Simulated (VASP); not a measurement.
Input of a VASP 6.6.1 run:

File INCAR:

```
PREC = Accurate
ENCUT = 500
EDIFF = 1E-6
ISMEAR = 0
SIGMA = 0.1
LREAL = False
LASPH = True
NELM = 120
ALGO = Normal
ISIF = 2
LWAVE = False
LCHARG = False
NBANDS = 16
GGA_COMPAT = False
```

The input KPOINTS:

```
regular mesh
0
Gamma
  6 6 6
```

POSCAR

```
GaAs
1.0
    0.0000000000      2.8750910500      2.8750910500
    2.8750910500      0.0000000000      2.8750910500
    2.8750910500      2.8750910500      0.0000000000
Ga As
1 1
Direct
    0.0000000000      0.0000000000      0.0000000000
    0.2500000000      0.2500000000      0.2500000000
```

Potentials or basis: VASP PAW LDA potentials, release 64 (Ga_d, As).

Launch:

```console
$ cat potpaw_LDA.64/Ga_d/POTCAR potpaw_LDA.64/As/POTCAR > POTCAR
$ mpirun -np 1 vasp_std > vasp.out
```

(1) Estimate the band gap on the k mesh.

(2) What does it give for the pressure?

## Answers

(1) zero (filled and empty bands touch).

(2) -4.5 GPa.
